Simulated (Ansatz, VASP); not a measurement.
Si3N4 in VASP and in Ansatz

```
CELL_PARAMETERS angstrom
7.60564 0.00000 0.00000
-3.80282 6.58668 0.00000
0.00000 0.00000 2.90566
ATOMIC_POSITIONS crystal
Si 0.76938 0.17543 0.25000
Si 0.59396 0.76938 0.75000
Si 0.82457 0.59396 0.25000
Si 0.23062 0.82457 0.75000
Si 0.40604 0.23062 0.25000
Si 0.17543 0.40604 0.75000
N 0.03126 0.33031 0.25000
N 0.70094 0.03126 0.75000
N 0.66969 0.70094 0.25000
N 0.96874 0.66969 0.75000
N 0.29906 0.96874 0.25000
N 0.33031 0.29906 0.75000
N 0.66667 0.33333 0.25000
N 0.33333 0.66667 0.75000
```

Alike in both runs: functional r2SCAN; k mesh 6 × 6 × 8; occupations gaussian, width 0.02 eV; no spin polarisation.

Ansatz relaxed the structure, and its values are those at the end. VASP's run is a single point on that final structure, the one shown.

```csv
,VASP,Ansatz
version,VASP 6.6.1,Ansatz 0.2.0
potentials or method,"VASP PAW PBE potentials, release 64 (Si, N), cutoff 520 eV","scalar-relativistic, plane waves, PAW"
valence electrons in the cell,64,64
```

Ansatz gave:

- gap on the k mesh at the Fermi level (eV): 5.01
- least direct gap on the mesh (eV): 5.20
- pressure (GPa): 0.0

**Question.** Estimate VASP's values.

**Answer.** gap on the k mesh at the Fermi level (eV): 5.00; least direct gap on the mesh (eV): 5.20; pressure (GPa): -0.2.

VASP's potentials were made for PBE, not for r2SCAN.
